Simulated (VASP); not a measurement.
# Ga (Im-3m) in VASP: single point with HSE06

Aim: the single point of Ga with HSE06.

Everything below comes from runs of VASP 6.6.1. Logs are shortened: lines on timing, memory, paths and dates and some standing lists are left out, and cuts for length are marked.

### 1 The cell of the first run

Symmetry: Im-3m, No. 229, cubic system. The conventional cell has a = 3.378 Å, b = 3.378 Å, c = 3.378 Å, α = 90.00°, β = 90.00°, γ = 90.00°. Ga (site symmetry m-3m) has 14 Ga at 2.93 to 3.38 Å within 3.9 Å.

### 2 Single point, HSE06

The input, POSCAR:

```
Ga
1.0
   -1.6892416463      1.6892416463      1.6892416463
    1.6892416463     -1.6892416463      1.6892416463
    1.6892416463      1.6892416463     -1.6892416463
Ga
1
Direct
    0.0000000000      0.0000000000      0.0000000000
```

The input, INCAR.step1:

```
SYSTEM = Ga
  PREC = Accurate
  ENCUT = 520
  EDIFF = 1E-5
  ISMEAR = 0
  SIGMA = 0.05
  LREAL = .False.
  LASPH = .True.
  NELM = 100
  ALGO = Normal
  ISIF = 2
  LWAVE = .True.
  LCHARG = .False.
  NBANDS = 12
  GGA = PE
```

The input, INCAR.step2:

```
SYSTEM = Ga
  PREC = Accurate
  ENCUT = 520
  EDIFF = 1E-6
  ISMEAR = 0
  SIGMA = 0.05
  LREAL = .False.
  LASPH = .True.
  NELM = 100
  ALGO = Normal
  ISIF = 2
  LWAVE = .False.
  LCHARG = .False.
  GGA = PE
  LHFCALC = .True.
  HFSCREEN = 0.2079
  PRECFOCK = Normal
  NBANDS = 12
  ISTART = 1
```

The input, KPOINTS:

```
regular mesh
0
Gamma
  8 8 8
  0 0 0
```

Potentials or basis: VASP PAW PBE potentials, release 64 (Ga_d).

Launch:

```bash
$ cat potpaw_PBE.64/Ga_d/POTCAR > POTCAR
$ cp INCAR.step1 INCAR
$ mpirun -np 1 vasp_std > vasp.out
$ cp INCAR.step2 INCAR
$ mpirun -np 1 vasp_std > vasp.out
```

OUTCAR:

```text
SYSTEM = Ga
   PREC = Accurate
   ENCUT = 520
   EDIFF = 1E-6
   ISMEAR = 0
   LREAL = .False.
   LASPH = .True.
   NELM = 100
   ISIF = 2
   GGA = PE
   LHFCALC = .True.
   HFSCREEN = 0.2079
   PRECFOCK = Normal
   ISTART = 1

 ion  position               nearest neighbor table
   1  0.000  0.000  0.000-

  LATTYP: Found a body centered cubic cell.
 ALAT       =     3.3784832926

  Lattice vectors:

 A1 = (  -1.6892416463,   1.6892416463,   1.6892416463)
 A2 = (   1.6892416463,  -1.6892416463,   1.6892416463)
 A3 = (   1.6892416463,   1.6892416463,  -1.6892416463)

Analysis of symmetry for initial positions (statically):
=====================================================================
 Subroutine PRICEL returns:
 Original cell was already a primitive cell.

 Routine SETGRP: Setting up the symmetry group for a
 body centered cubic supercell.

 Subroutine GETGRP returns: Found 48 space group operations
 (whereof 48 operations were pure point group operations)
 out of a pool of 48 trial point group operations.

The static configuration has the point symmetry O_h .

Analysis of symmetry for dynamics (positions and initial velocities):
=====================================================================
 Subroutine PRICEL returns:
 Original cell was already a primitive cell.

 Routine SETGRP: Setting up the symmetry group for a
 body centered cubic supercell.

 Subroutine GETGRP returns: Found 48 space group operations
 (whereof 48 operations were pure point group operations)
 out of a pool of 48 trial point group operations.

The dynamic configuration has the point symmetry O_h .

 Subroutine INISYM returns: Found 48 space group operations
 (whereof 48 operations are pure point group operations),
 and found     1 'primitive' translations

----------------------------------------------------------------------------------------

                                     Primitive cell

  volume of cell :      19.2813

  direct lattice vectors                    reciprocal lattice vectors
    -1.689241646  1.689241646  1.689241646     0.000000000  0.295990808  0.295990808
     1.689241646 -1.689241646  1.689241646     0.295990808  0.000000000  0.295990808
     1.689241646  1.689241646 -1.689241646     0.295990808  0.295990808  0.000000000

  length of vectors
     2.925852358  2.925852358  2.925852358     0.418594215  0.418594215  0.418594215

[... 93 lines left out ...]
   ISMEAR =     0;   SIGMA  =   0.05  broadening in eV -4-tet -1-fermi 0-gaus
   EFERMI_NEDOS =   21; number of points for ismear=-14 and -15
   IALGO  =     38    algorithm
   IMIX   =      1    mixing-type and parameters
     AMIX     =   0.40;   BMIX     =  1.00
     AMIX_MAG =   1.60;   BMIX_MAG =  1.00
  volume/ion in A,a.u.               =      19.28       130.12
  Fermi-wavevector in a.u.,A,eV,Ry     =   1.435525  2.712749 28.037971  2.060733
  Thomas-Fermi vector in A             =   2.554814
   LORBIT       =      0    0 simple, 1 ext, 2 COOP (PROOUT), +10 PAW based schemes
   GGA     = PE    functional components
   LHFCALC =     T    Hartree Fock is set to
   PRECFOCK=normal    Normal, Fast or Accurate (Low or Medium for compatibility)
   ENCUT4O =  -1.0   cutoff for four orbital integrals eV
   NKREDX  =     1    reduce k-point grid by
   NKREDY  =     1    reduce k-point grid by
   NKREDZ  =     1    reduce k-point grid by
   AEXX    =    0.2500 exact exchange contribution
   HFSCREEN=    0.2079 screening length (either q_TF or 0.3 A-1)
   HFSCREENC=   0.2079 screening length for correlation (either q_TF or 0.3 A-1)
   ENCUTFOCK=  -1.0 apply spherical cutoff to Coloumb kernel
   IVDW    =     0    specifies the selected vdW correction
   LEPSILON=     F    determine dielectric tensor
   LRPA    =     F    only Hartree local field effects (RPA)
 non-spin polarized calculation
 Gauss-broadening in eV      SIGMA  =   0.05
  energy-cutoff  :      520.00
  volume of cell :       19.28
 maximum number of plane-waves:       532
 NGX is ok and might be reduce to    24
  NGX = 18; NGY = 18; NGZ = 18

 number of electron      12.9999990 magnetization

 Free energy of the ion-electron system (eV)
  ---------------------------------------------------
  ext. energy  EPLUGINS =         0.00000000
  ---------------------------------------------------
  free energy    TOTEN  =        -3.20206734 eV

  energy without entropy =       -3.19948642  energy(sigma->0) =       -3.20077688

 E-fermi :   5.5645     XC(G=0):  -8.9733

 val. band max:        5.5550214434   @ k =  -0.3750   0.3750   0.1250
 cond. band min:       5.5702183298   @ k =  -0.3750   0.5000   0.2500
 fundamental gap:      0.0151968864
 Fermi energy:         5.5645107579

 k-point     1 :       0.0000    0.0000    0.0000
  band No.  band energies     occupation
      1     -12.4657      2.00000
      2     -12.4657      2.00000
      3     -12.4657      2.00000
      4     -12.2924      2.00000
      5     -12.2924      2.00000
      6      -6.9495      2.00000
      7      18.8660      0.00000
      8      18.8660      0.00000
      9      18.8661      0.00000
     10      23.2161      0.00000
     11      23.2161      0.00000
     12      23.2161      0.00000
[... 331 lines left out ...]
 k-point    24 :      -0.3750    0.3750    0.2500
  band No.  band energies     occupation
      1     -12.4630      2.00000
      2     -12.4046      2.00000
      3     -12.3730      2.00000
      4     -12.3186      2.00000
      5     -12.2409      2.00000
      6      -0.7671      2.00000
      7       6.8377      0.00000
      8       9.6683      0.00000
      9      11.5577      0.00000
     10      14.9504      0.00000
     11      21.4264      0.00000
     12      24.5612      0.00000

 [... further k-points ...]

------------------------ aborting loop because EDIFF is reached ----------------------------------------

  FORCE on cell =-STRESS in cart. coord.  units (eV):
  Direction    XX          YY          ZZ          XY          YZ          ZX
  --------------------------------------------------------------------------------------
  -------------------------------------------------------------------------------------
  Total       -0.0989499     -0.0989499     -0.0989499     -0.0000000     -0.0000000     -0.0000000
  in kB       -8.2222488     -8.2222488     -8.2222488     -0.0000000     -0.0000000     -0.0000000
  external PRESSURE =      -8.2222488 kB  Pullay stress =       0.0000000 kB

 VOLUME and BASIS-vectors are now :
 -----------------------------------------------------------------------------
  energy-cutoff  :      520.00
  volume of cell :       19.28
      direct lattice vectors                 reciprocal lattice vectors
    -1.689241646  1.689241646  1.689241646     0.000000000  0.295990808  0.295990808
     1.689241646 -1.689241646  1.689241646     0.295990808  0.000000000  0.295990808
     1.689241646  1.689241646 -1.689241646     0.295990808  0.295990808  0.000000000

 POSITION                                       TOTAL-FORCE (eV/Angst)
 -----------------------------------------------------------------------------------
      0.00000      0.00000      0.00000        -0.000000      0.000000     -0.000000
 -----------------------------------------------------------------------------------
    total drift:                                0.000005     -0.000020     -0.000042

  FREE ENERGIE OF THE ION-ELECTRON SYSTEM (eV)
  ---------------------------------------------------
  free  energy   TOTEN  =        -3.2020673405 eV

  energy  without entropy=       -3.1994864232  energy(sigma->0) =       -3.20077688
```

It took 47 min on 1 thread of Intel Xeon Platinum 8375C at 2.90GHz (Ice Lake), shared host; peak memory 0.26 GiB.

Results:

```
Free energy : -3.2021 eV
Pressure    : -0.8 GPa
```

Caveat: the PAW data sets were made with another functional, which shifts forces and pressure a little.
